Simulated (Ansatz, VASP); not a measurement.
WSe2 in VASP and in Ansatz

INCAR

```
PREC = Accurate
ENCUT = 520
EDIFF = 1E-6
ISMEAR = 0
SIGMA = 0.05
LREAL = F
LASPH = T
NELM = 60
ALGO = Normal
ISIF = 2
LWAVE = F
LCHARG = F
GGA = PE
IVDW = 12
NBANDS = 35
```

The input KPOINTS:

```
Automatic mesh
0
Gamma
  12 12 2
```

Contents of POSCAR:

```
WSe2
1.0
    2.9511248033      0.0000000000      0.0000000000
   -1.4755624016      2.8397211660      0.0000000000
    0.0000000000      0.0000000000     12.7886113051
W Se
2 4
Direct
    0.3333333333      0.6666666667      0.2500000000
    0.6666666667      0.3333333333      0.7500000000
    0.3333333333      0.6666666667      0.6182912222
    0.6666666667      0.3333333333      0.1182912222
    0.3333333333      0.6666666667      0.8817087778
    0.6666666667      0.3333333333      0.3817087778
```

Input for Ansatz:

```yaml
crystal:
  lattice:
    - [2.9511248033, 0.0, 0.0]
    - [-1.4755624016, 2.839721166, 0.0]
    - [0.0, 0.0, 12.7886113051]
  atoms:
    - { symbol: W, position: [0.3333333333, 0.6666666667, 0.25] }
    - { symbol: W, position: [0.6666666667, 0.3333333333, 0.75] }
    - { symbol: Se, position: [0.3333333333, 0.6666666667, 0.6182912222] }
    - { symbol: Se, position: [0.6666666667, 0.3333333333, 0.1182912222] }
    - { symbol: Se, position: [0.3333333333, 0.6666666667, 0.8817087778] }
    - { symbol: Se, position: [0.6666666667, 0.3333333333, 0.3817087778] }
basis:
  ecutwfc: 420
kpoints:
  mp_grid: { grid: [12, 12, 2] }
hamiltonian:
  xc: pbe
  dispersion: d3bj
scf:
  occupations: { method: gaussian, width: 0.05 }
output:
  forces: true
  stress: true
  eigenvalues: true
```

Change from the starting cell: strain -0.1000 x Voigt [1, 0, 0, 0, 0, 0], atoms carried along.

Alike in both runs: task single point; functional PBE; dispersion D3(BJ); k mesh 12 × 12 × 2; occupations gaussian, width 0.05 eV; no spin polarisation.

|  | VASP | Ansatz |
| --- | --- | --- |
| version | VASP 6.6.1 | Ansatz 0.2.0 |
| potentials or method | VASP PAW PBE potentials, release 64 (W_sv, Se), cutoff 520 eV | scalar-relativistic, plane waves, PAW |
| valence electrons in the cell | 52 | 92 |

```csv
,VASP,Ansatz,Ansatz less VASP
gap on the k mesh at the Fermi level (eV),0.45,0.45,-0.002
least direct gap on the mesh (eV),1.58,1.58,0.000
pressure (GPa),19.9,19.3,-0.56
"traceless stress, the component that is largest in VASP (GPa)",18.02,18.03,+0.013
rms of the force components (eV/Å),0.763,0.732,-0.0310
```

Atom by atom the forces differ by 0.034 eV/Å (rms over components). VASP's potentials hold 52 valence electrons a cell and Ansatz's 92, so a difference there can come from the potentials and not from the codes.

Neither program's run includes spin-orbit coupling.
